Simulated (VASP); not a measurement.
# Si2Mo (P4mm) in VASP: a series of runs

Runs on Si2Mo. Level: PBEsol. Tasks: single point.

All numbers are computed with VASP 6.6.1; they aren't measurements. Logs are shortened: lines on timing, memory, paths and dates and some standing lists are left out, and cuts for length are marked.

### 1 The cell of the first run

Symmetry: P4mm, No. 99, tetragonal system. The conventional cell has a = 3.190 Å, b = 3.190 Å, c = 18.643 Å, α = 90.00°, β = 90.00°, γ = 90.00°. Within 3.5 Å of Si (site symmetry 4mm) lie 8 Si at 2.62 to 3.19 Å and 1 Mo at 2.62 Å. Si (site symmetry 4mm) has 9 Si at 2.58 to 3.19 Å and 5 Mo at 2.60 to 2.62 Å within 3.4 Å. Within 3.4 Å of Si (site symmetry 4mm) lie 9 Si at 2.58 to 3.19 Å and 5 Mo at 2.60 to 2.62 Å. Within 3.4 Å of Si (site symmetry 4mm) lie 9 Si at 2.58 to 3.19 Å and 5 Mo at 2.60 to 2.62 Å. Si (site symmetry 4mm) has 5 Mo at 2.60 to 2.62 Å and 8 Si at 2.62 to 3.19 Å within 3.4 Å. Si (site symmetry 4mm) has 9 Si at 2.58 to 3.19 Å and 4 Mo at 2.60 Å within 3.4 Å. Within 3.4 Å of Si (site symmetry 4mm) lie 9 Si at 2.58 to 3.19 Å and 5 Mo at 2.60 to 2.62 Å. Within 3.4 Å of Si (site symmetry 4mm) lie 9 Si at 2.58 to 3.19 Å and 5 Mo at 2.60 to 2.62 Å.

### 2 Single point, PBEsol (the distance across one plane changed)

INCAR

```
ALGO = Normal
EDIFF = 1E-7
ENCUT = 520
GGA = PS
ISIF = 2
ISMEAR = 0
LASPH = True
LCHARG = True
LELF = True
LREAL = False
LVHAR = True
LWAVE = False
NBANDS = 56
NELM = 100
PREC = Accurate
SIGMA = 0.15
```

KPOINTS

```
k-points
0
Gamma
  15 15 3
```

POSCAR

```
Si2Mo
1.0
   -3.1900701689      0.0000000000      0.0000000000
    0.0000000000     -3.1900701689      0.0000000000
    0.0000000000      0.0000000000     18.6427680287
Si Mo
8 4
Direct
    0.0000000000      0.0000000000      0.8044926851
    0.5000000000      0.5000000000      0.5947227624
    0.0000000000      0.0000000000      0.3849528398
    0.5000000000      0.5000000000      0.1751829172
    0.0000000000      0.0000000000      0.1038110799
    0.5000000000      0.5000000000      0.7331208479
    0.0000000000      0.0000000000      0.5233509252
    0.5000000000      0.5000000000      0.3135810026
    0.5000000000      0.5000000000      0.4541518825
    1.0000000000      1.0000000000      0.2443819599
    0.5000000000      0.5000000000      0.0346120372
    1.0000000000      1.0000000000      0.6639218052
```

Potentials or basis: VASP PAW PBE potentials, release 64 (Si, Mo_sv).

The run is started by

```sh
cat potpaw_PBE.64/Si/POTCAR potpaw_PBE.64/Mo_sv/POTCAR > POTCAR
mpirun -np 1 vasp_std > vasp.out
```

OUTCAR:

```text
EDIFF = 1E-7
   ENCUT = 520
   GGA = PS
   ISIF = 2
   ISMEAR = 0
   LASPH = True
   LREAL = False
   NELM = 100
   PREC = Accurate

 ion  position               nearest neighbor table
   1  0.000  0.000  0.804-   6 2.62   6 2.62   6 2.62   6 2.62  12 2.62
   2  0.500  0.500  0.595-   6 2.58  12 2.60  12 2.60  12 2.60  12 2.60   7 2.62   7 2.62   7 2.62
                             7 2.62   9 2.62
   3  0.000  0.000  0.385-   7 2.58   9 2.60   9 2.60   9 2.60   9 2.60   8 2.62   8 2.62   8 2.62
                             8 2.62  10 2.62
   4  0.500  0.500  0.175-   8 2.58  10 2.60  10 2.60  10 2.60  10 2.60   5 2.62   5 2.62   5 2.62
                             5 2.62  11 2.62
   5  0.000  0.000  0.104-  11 2.60  11 2.60  11 2.60  11 2.60   4 2.62   4 2.62   4 2.62   4 2.62
                            10 2.62
   6  0.500  0.500  0.733-   2 2.58  12 2.60  12 2.60  12 2.60  12 2.60   1 2.62   1 2.62   1 2.62
                             1 2.62
   7  0.000  0.000  0.523-   3 2.58   9 2.60   9 2.60   9 2.60   9 2.60   2 2.62   2 2.62   2 2.62
                             2 2.62  12 2.62
   8  0.500  0.500  0.314-   4 2.58  10 2.60  10 2.60  10 2.60  10 2.60   3 2.62   3 2.62   3 2.62
                             3 2.62   9 2.62
   9  0.500  0.500  0.454-   3 2.60   7 2.60   3 2.60   7 2.60   3 2.60   7 2.60   3 2.60   7 2.60
                             2 2.62   8 2.62
  10  0.000  0.000  0.244-   4 2.60   4 2.60   4 2.60   4 2.60   8 2.60   8 2.60   8 2.60   8 2.60
                             3 2.62   5 2.62
  11  0.500  0.500  0.035-   5 2.60   5 2.60   5 2.60   5 2.60   4 2.62
  12  0.000  0.000  0.664-   6 2.60   6 2.60   6 2.60   6 2.60   2 2.60   2 2.60   2 2.60   2 2.60
                             1 2.62   7 2.62

  LATTYP: Found a simple tetragonal cell.
 ALAT       =     3.1900701689
 C/A-ratio  =     5.8439993610

  Lattice vectors:

 A1 = (  -3.1900701689,   0.0000000000,   0.0000000000)
 A2 = (   0.0000000000,  -3.1900701689,   0.0000000000)
 A3 = (   0.0000000000,   0.0000000000,  18.6427680287)

Analysis of symmetry for initial positions (statically):
=====================================================================
 Subroutine PRICEL returns:
 Original cell was already a primitive cell.

 Routine SETGRP: Setting up the symmetry group for a
 simple tetragonal supercell.

 Subroutine GETGRP returns: Found  8 space group operations
 (whereof  8 operations were pure point group operations)
 out of a pool of 16 trial point group operations.

The static configuration has the point symmetry C_4v.

Analysis of symmetry for dynamics (positions and initial velocities):
=====================================================================
 Subroutine PRICEL returns:
 Original cell was already a primitive cell.

 Routine SETGRP: Setting up the symmetry group for a
 simple tetragonal supercell.

 Subroutine GETGRP returns: Found  8 space group operations
 (whereof  8 operations were pure point group operations)
 out of a pool of 16 trial point group operations.

The dynamic configuration has the point symmetry C_4v.

 Subroutine INISYM returns: Found  8 space group operations
 (whereof  8 operations are pure point group operations),
 and found     1 'primitive' translations

----------------------------------------------------------------------------------------

                                     Primitive cell

  volume of cell :     189.7190

  direct lattice vectors                    reciprocal lattice vectors
    -3.190070169  0.000000000  0.000000000    -0.313472729  0.000000000  0.000000000
     0.000000000 -3.190070169  0.000000000     0.000000000 -0.313472729  0.000000000
     0.000000000  0.000000000 18.642768029     0.000000000  0.000000000  0.053640103

  length of vectors
     3.190070169  3.190070169 18.642768029     0.313472729  0.313472729  0.053640103

  position of ions in fractional coordinates (direct lattice)
     0.000000000  0.000000000  0.804492685
     0.500000000  0.500000000  0.594722762
     0.000000000  0.000000000  0.384952840
     0.500000000  0.500000000  0.175182917
     0.000000000  0.000000000  0.103811080
     0.500000000  0.500000000  0.733120848
     0.000000000  0.000000000  0.523350925
     0.500000000  0.500000000  0.313581003
     0.500000000  0.500000000  0.454151882
     0.000000000  0.000000000  0.244381960
     0.500000000  0.500000000  0.034612037
     0.000000000  0.000000000  0.663921805

  ion indices of the primitive-cell ions
   primitive index   ion index
                 1           1
                 2           2
                 3           3
                 4           4
                 5           5
                 6           6
                 7           7
                 8           8
                 9           9
                10          10
                11          11
                12          12

----------------------------------------------------------------------------------------

 KPOINTS: k-points

Automatic generation of k-mesh.
 Grid dimensions read from file:
 generate k-points for:   15   15    3

 Generating k-lattice:

  Cartesian coordinates                     Fractional coordinates (reciprocal lattice)
    -0.020898182  0.000000000  0.000000000     0.066666667  0.000000000  0.000000000
     0.000000000 -0.020898182  0.000000000     0.000000000  0.066666667  0.000000000
     0.000000000  0.000000000  0.017880034     0.000000000  0.000000000  0.333333333

  Length of vectors
     0.020898182  0.020898182  0.017880034

  Shift w.r.t. Gamma in fractional coordinates (k-lattice)
     0.000000000  0.000000000  0.000000000

 Subroutine IBZKPT returns following result:
 ===========================================

 Found     72 irreducible k-points:

 Following reciprocal coordinates:
            Coordinates               Weight
  0.000000  0.000000  0.000000      1.000000
  0.066667  0.000000  0.000000      4.000000
  0.133333  0.000000  0.000000      4.000000
  0.200000  0.000000  0.000000      4.000000
  0.266667  0.000000  0.000000      4.000000
  0.333333  0.000000  0.000000      4.000000
[... 16 lines left out ...]
  0.266667  0.200000  0.000000      8.000000
  0.333333  0.200000  0.000000      8.000000
 [... further k-points ...]
   k-points           NKPTS =     72   k-points in BZ     NKDIM =     72   number of bands    NBANDS=     56
   number of dos      NEDOS =    301   number of ions     NIONS =     12
   total plane-waves  NPLWV =  80640
   dimension x,y,z NGX =    24 NGY =   24 NGZ =  140
   dimension x,y,z NGXF=    48 NGYF=   48 NGZF=  280
   ions per type =               8   4
   NGX,Y,Z   is equivalent  to a cutoff of  12.51, 12.51, 12.48 a.u.
   NGXF,Y,Z  is equivalent  to a cutoff of  25.01, 25.01, 24.97 a.u.
 SYSTEM =  unknown system
   PREC   = accura    normal or accurate (medium, high low for compatibility)
   ISTART =      0    job   : 0-new  1-cont  2-samecut
   ICHARG =      2    charge: 1-file 2-atom 10-const
   ISPIN  =      1    spin polarized calculation?
   LNONCOLLINEAR =      F non collinear calculations
   LSORBIT =      F    spin-orbit coupling
   LASPH  =      T    aspherical Exc in radial PAW
   ENCUT  =  520.0 eV  38.22 Ry    6.18 a.u.   5.93  5.93 34.66*2*pi/ulx,y,z
   NELM   =    100;   NELMIN=  2; NELMDL= -5     # of ELM steps
   EDIFF  = 0.1E-06   stopping-criterion for ELM
   LREAL  =      F    real-space projection
   EDIFFG = 0.1E-05   stopping-criterion for IOM
   NSW    =      0    number of steps for IOM
   IBRION =     -1    ionic relax: 0-MD 1-quasi-New 2-CG
   NFREE  =      0    steps in history (QN), initial steepest desc. (CG)
   ISIF   =      2    stress and relaxation
   ISYM   =      2    0-nonsym 1-usesym 2-fastsym
   POTIM  = 0.5000    time-step for ionic-motion
   TEBEG  =    0.0;   TEEND  =   0.0 temperature during run
   PSTRESS=    0.0 pullay stress
   NELECT =      88.0000    total number of electrons
   NUPDOWN=      -1.0000    fix difference up-down
   EMIN   =  10.00;   EMAX   =-10.00  energy-range for DOS
   EFERMI =   0.00;   METHOD = LEGACY
   ISMEAR =     0;   SIGMA  =   0.15  broadening in eV -4-tet -1-fermi 0-gaus
   EFERMI_NEDOS =   21; number of points for ismear=-14 and -15
   IALGO  =     38    algorithm
   IMIX   =      4    mixing-type and parameters
     AMIX     =   0.40;   BMIX     =  1.00
     AMIX_MAG =   1.60;   BMIX_MAG =  1.00
  volume/ion in A,a.u.               =      15.81       106.69
  Fermi-wavevector in a.u.,A,eV,Ry     =   1.267259  2.394773 21.850218  1.605946
  Thomas-Fermi vector in A             =   2.400417
   LORBIT       =      0    0 simple, 1 ext, 2 COOP (PROOUT), +10 PAW based schemes
   GGA     = PS    functional components
   LHFCALC =     F    Hartree Fock is set to
   AEXX    =    0.0000 exact exchange contribution
   IVDW    =     0    specifies the selected vdW correction
   LEPSILON=     F    determine dielectric tensor
   LRPA    =     F    only Hartree local field effects (RPA)
 non-spin polarized calculation
 Gauss-broadening in eV      SIGMA  =   0.15
  energy-cutoff  :      520.00
  volume of cell :      189.72
 maximum number of plane-waves:      5168
 NGX is ok and might be reduce to    24
   NGX = 11   NGY = 11   NGZ = 69

 number of electron      88.0000014 magnetization

 Free energy of the ion-electron system (eV)
  ---------------------------------------------------
  ext. energy  EPLUGINS =         0.00000000
  ---------------------------------------------------
  free energy    TOTEN  =       -95.52148846 eV

  energy without entropy =      -95.46206658  energy(sigma->0) =      -95.49177752

 E-fermi :   9.5039     XC(G=0): -11.3952

 val. band max:        9.5001846419   @ k =   0.1333   0.0000   0.3333
 cond. band min:       9.5054844837   @ k =   0.0667   0.0667   0.3333
 fundamental gap:      0.0052998418
 Fermi energy:         9.5039064669

 k-point     1 :       0.0000    0.0000    0.0000
  band No.  band energies     occupation
      1     -51.0695      2.00000
      2     -50.9101      2.00000
      3     -50.8910      2.00000
      4     -50.8826      2.00000
      5     -25.3274      2.00000
      6     -25.1035      2.00000
[... 1405 lines left out ...]
     55      13.1321      0.00000
     56      13.2838      0.00000

 [... further k-points ...]
[... 5 lines left out ...]
  --------------------------------------------------------------------------------------
  -------------------------------------------------------------------------------------
  Total       -5.2890364     -5.2890364     -1.5209022      0.0000000      0.0000000      0.0000000
  in kB      -44.6659183    -44.6659183    -12.8440212      0.0000000      0.0000000      0.0000000
  external PRESSURE =     -34.0586193 kB  Pullay stress =       0.0000000 kB

 VOLUME and BASIS-vectors are now :
 -----------------------------------------------------------------------------
  energy-cutoff  :      520.00
  volume of cell :      189.72
      direct lattice vectors                 reciprocal lattice vectors
    -3.190070169  0.000000000  0.000000000    -0.313472729  0.000000000  0.000000000
     0.000000000 -3.190070169  0.000000000     0.000000000 -0.313472729  0.000000000
     0.000000000  0.000000000 18.642768029     0.000000000  0.000000000  0.053640103

 POSITION                                       TOTAL-FORCE (eV/Angst)
 -----------------------------------------------------------------------------------
      0.00000      0.00000     14.99797        -0.000000     -0.000000      0.289995
     -1.59504     -1.59504     11.08728        -0.000000     -0.000000     -0.140253
      0.00000      0.00000      7.17659        -0.000000     -0.000000     -0.095421
     -1.59504     -1.59504      3.26589        -0.000000      0.000000     -0.742400
      0.00000      0.00000      1.93533        -0.000000     -0.000000     -1.188549
     -1.59504     -1.59504     13.66740        -0.000000     -0.000000      0.392151
      0.00000      0.00000      9.75671        -0.000000     -0.000000     -0.000254
     -1.59504     -1.59504      5.84602        -0.000000     -0.000000      0.065047
     -1.59504     -1.59504      8.46665        -0.000000     -0.000000     -0.008270
      0.00000      0.00000      4.55596        -0.000000     -0.000000      0.092833
     -1.59504     -1.59504      0.64526         0.000000      0.000000      1.509690
      0.00000      0.00000     12.37734        -0.000000     -0.000000     -0.174568
 -----------------------------------------------------------------------------------
    total drift:                               -0.000000      0.000000     -0.000088

  FREE ENERGIE OF THE ION-ELECTRON SYSTEM (eV)
  ---------------------------------------------------
  free  energy   TOTEN  =       -95.5214884598 eV

  energy  without entropy=      -95.4620665754  energy(sigma->0) =      -95.49177752
```

It took 41 min on 1 thread of Intel Xeon 8259CL, shared host; peak memory 0.64 GiB.

Results:

- Free energy: -95.5215 eV
- Pressure: -3.4 GPa
- Largest force: 1.510 eV/Å
- Band gap on the k mesh: zero (bands 44 and 45 overlap by 0.90 eV)

Forces in eV/Å, atoms in the order of the input:
```
Si   0.000  0.000  0.290
Si   0.000  0.000 -0.140
Si   0.000  0.000 -0.095
Si   0.000  0.000 -0.742
Si   0.000  0.000 -1.189
Si   0.000  0.000  0.392
Si   0.000  0.000  0.000
Si   0.000  0.000  0.065
Mo   0.000  0.000 -0.008
Mo   0.000  0.000  0.093
Mo   0.000  0.000  1.510
Mo   0.000  0.000 -0.175
```

Caveat: the cell differs from its parent crystal (the distance across one plane changed); the cell stands under tension; the PAW data sets were made with another functional, which shifts forces and pressure a little.

(Continued in part 2 of 2.)
